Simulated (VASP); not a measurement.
# AlSi62 (a cell with a defect) in VASP: further runs, part 2 of 2

VASP 6.6.1.

### Step 3. Single point, LDA, collinear spin, zero start

Contents of INCAR:

```
SYSTEM = AlSi62
ALGO     = Normal         ! electronic algorithm
EDIFF    = 1E-6           ! SCF threshold, eV
ENCUT    = 520            ! plane-wave cutoff, eV
ISIF     = 2              ! what is computed and relaxed
ISMEAR   = 0              ! smearing method
ISPIN    = 2              ! spin polarisation
LASPH    = .TRUE.         ! aspherical terms in the spheres
LCHARG   = .TRUE.         ! write CHGCAR
LELF     = .TRUE.         ! ELF
LORBIT   = 11             ! projections on sites
LREAL    = Auto         
LVHAR    = .TRUE.       
LWAVE    = .FALSE.        ! write WAVECAR
MAGMOM   = 0 0 0 0 0 0 0 0 0 0 0 0 0 0 0 0 0 0 0 0 0 0 0 0 0 0 0 0 0 0 0 0 0 0 0 0 0 0 0 0 0 0 0 0 0 0 0 0 0 0 0 0 0 0 0 0 0 0 0 0 0 0 0 ! initial moments
NBANDS   = 166            ! bands
NELECT   = 249.0        
NELM     = 150            ! most SCF steps
PREC     = Accurate       ! precision mode
SIGMA    = 0.02           ! smearing width, eV
```

Contents of KPOINTS:

```
k-points
0
G
  1 1 1
  0 0 0
```

Contents of POSCAR:

```
AlSi62
1.0
   10.8600000000      0.0000000000      0.0000000000
    0.0000000000     10.8600000000      0.0000000000
    0.0000000000      0.0000000000     10.8600000000
Si Al
62 1
Direct
    0.4985982505      0.0013270718     -0.0009205341
    0.6254209024      0.1235587477      0.1262882136
    0.7500141805      0.2487497238     -0.0006202578
    0.8857915285      0.3717888582      0.1140904236
    0.7514123389     -0.0025161142      0.2487162983
    0.8737192449      0.1235388582      0.3748696133
   -0.0002882136      0.0000587477      0.0003323204
    0.1259611418      0.1236001842      0.1260197974
    0.2402104052      0.2598243094      0.0037930939
    0.3763960405      0.3741435543      0.1259539595
    0.5000515654      0.5003591160      0.0003526703
    0.6285906998      0.6230260589      0.1230305709
    0.7567208103      0.7433698895     -0.0031758748
    0.8770148250      0.8715677716      0.1230350829
    0.2516160221     -0.0007512891      0.2514354512
    0.3742965009      0.1257305709      0.3771460405
    0.5006845304      0.2484633517      0.2513927256
    0.6269697974      0.3751641805      0.3736054328
    0.7574988029      0.4965612339      0.2424319521
    0.8770351750      0.6230119705      0.3711513812
    0.5000060773      0.0000080110      0.5001068140
    0.6229592081      0.1258230203      0.6258222836
    0.7491938306      0.2486069982      0.5000361878
    0.8748563536      0.3742778085      0.6243337017
    0.7490014733     -0.0002818600      0.7484410681
    0.8746360037      0.1241668508      0.8740535912
    0.1279051565      0.6144253223      0.1141868324
    0.2510949355      0.7499001842     -0.0006609576
    0.3763887661      0.8744372928      0.1262455801
    0.0004368324      0.2486691529      0.2499818600
    0.1260462247      0.3739800184      0.3743989871
    0.2511833333      0.4996528545      0.2498334254
    0.3764170350      0.6262966851      0.3747682320
    0.5025805709      0.7485698895      0.2486851750
    0.6256409761      0.8743686004      0.3744275322
    0.0009800184      0.0011127993      0.5014154696
    0.1220858195      0.1321392265      0.6319467772
    0.2487100368      0.2513780847      0.5031830571
    0.3679711786      0.3779690608      0.6319338858
    0.4989588398      0.4990813996      0.5012685083
    0.6255915285      0.6262495396      0.6237198895
    0.7514820442      0.7485378453      0.4973276243
    0.8738170350      0.8743672192      0.6237362799
    0.2487255064      0.0034795580      0.7511930939
    0.3680866483      0.1320078269      0.8779382136
    0.4966514733      0.2513589319      0.7511929098
    0.6254181400      0.3739010129      0.8739208103
    0.7503689687      0.4996229282      0.7492331492
    0.8849732965      0.6151393186      0.8727258748
    0.0034080110      0.7427611418      0.2425983425
    0.1249056169      0.8731069982      0.3738127993
   -0.0003787293      0.5004272560      0.4998144567
    0.1258075506      0.6249662063      0.6245284530
    0.2514212707      0.7507167587      0.5001625230
    0.3741766114      0.8770733886      0.6258444751
   -0.0024640884      0.2606547882      0.7606536832
    0.2391363720      0.5020011971      0.7609050645
    0.3756400552      0.6251269797      0.8740713628
    0.5000925414      0.7508721915      0.7484843462
    0.6261488950      0.8737203499      0.8749581952
    0.0005106814      0.7496871087      0.7492494475
    0.1261638122      0.8747116943      0.8738855433
    0.0704476059      0.4287664825     -0.0680555249
```

Potentials or basis: VASP PAW LDA potentials, release 64 (Si, Al).

Launch:

```sh
> cat potpaw_LDA.64/Si/POTCAR potpaw_LDA.64/Al/POTCAR > POTCAR
> mpirun -np 1 vasp_gam > vasp.out
```

It took 12 min on 1 thread of Intel Xeon 8259CL, shared host; peak memory 0.89 GiB.

It converged, with:

- Free energy: -375.7782 eV
- Largest force: 0.039 eV/Å
- Net moment: 0.00 μB per cell
- Valence electrons inside the program's atomic spheres: Si 1.68, 1.70, 1.65, 1.66, 1.69 (each value once); Al 0.72

Forces on the atoms (eV/Å):
```
Si   0.004 -0.005  0.011
Si   0.001 -0.004  0.000
Si   0.000  0.001  0.010
Si   0.001  0.000  0.001
Si   0.003 -0.012  0.000
Si   0.001 -0.002  0.000
Si  -0.004 -0.001  0.006
Si   0.008 -0.002 -0.003
Si  -0.005  0.005  0.000
Si   0.000 -0.007 -0.002
Si   0.002  0.005  0.004
Si   0.008 -0.005 -0.001
Si   0.010 -0.010 -0.005
Si   0.002 -0.009  0.000
Si  -0.001  0.005  0.000
Si   0.000  0.000  0.010
Si  -0.004  0.002  0.000
Si  -0.002 -0.005 -0.002
Si   0.001 -0.007 -0.001
Si   0.004 -0.005 -0.007
Si   0.003 -0.002  0.005
Si  -0.009  0.000  0.002
Si  -0.003  0.001 -0.003
Si  -0.009 -0.004 -0.005
Si   0.000 -0.004  0.002
Si  -0.002 -0.009 -0.004
Si   0.003 -0.005 -0.002
Si   0.002  0.001  0.010
Si   0.004  0.001  0.001
Si  -0.005  0.005  0.003
Si   0.004 -0.003 -0.001
Si  -0.002  0.004  0.006
Si   0.003 -0.001  0.002
Si   0.011 -0.004  0.001
Si   0.000  0.000 -0.001
Si  -0.006 -0.003 -0.002
Si  -0.004  0.003  0.002
Si  -0.004  0.003  0.009
Si  -0.003  0.002  0.003
Si   0.000  0.004  0.000
Si  -0.004  0.002 -0.003
Si   0.002 -0.002 -0.007
Si  -0.002  0.003 -0.003
Si  -0.005  0.009  0.012
Si  -0.006  0.005  0.006
Si  -0.009  0.003  0.012
Si   0.001  0.000 -0.005
Si  -0.005  0.004 -0.002
Si   0.018 -0.019 -0.009
Si   0.006 -0.003 -0.004
Si   0.004  0.000 -0.004
Si  -0.002  0.002  0.000
Si   0.002  0.008 -0.007
Si   0.000  0.003 -0.005
Si  -0.001  0.007  0.002
Si  -0.017 -0.011 -0.008
Si   0.015  0.021 -0.012
Si   0.010  0.004 -0.003
Si   0.006  0.001  0.002
Si   0.007 -0.007  0.000
Si  -0.005  0.004 -0.003
Si   0.000 -0.002 -0.004
Al  -0.023  0.031 -0.005
```

Levels at points of the mesh, in eV from the Fermi level:
Spin up:
```csv
k point,band 121,band 122,band 123,band 124,band 125,band 126,band 127,band 128,band 129,band 130
"(0.00, 0.00, 0.00)",-0.46,-0.46,-0.31,-0.30,0.00,0.62,0.62,0.79,0.79,0.85
```
Spin down:
```tsv
k point	band 122	band 123	band 124	band 125	band 126	band 127	band 128	band 129
(0.00, 0.00, 0.00)	-0.46	-0.31	-0.30	0.00	0.62	0.62	0.79	0.79
```

Caveat: the k points lie up to 0.58 Å⁻¹ apart; the cell carries a net charge on a neutralising background, which shifts energy and pressure; the cell is charged against a uniform background, so pressure and absolute levels hang on convention; no moment was typed at the start, so none could form.
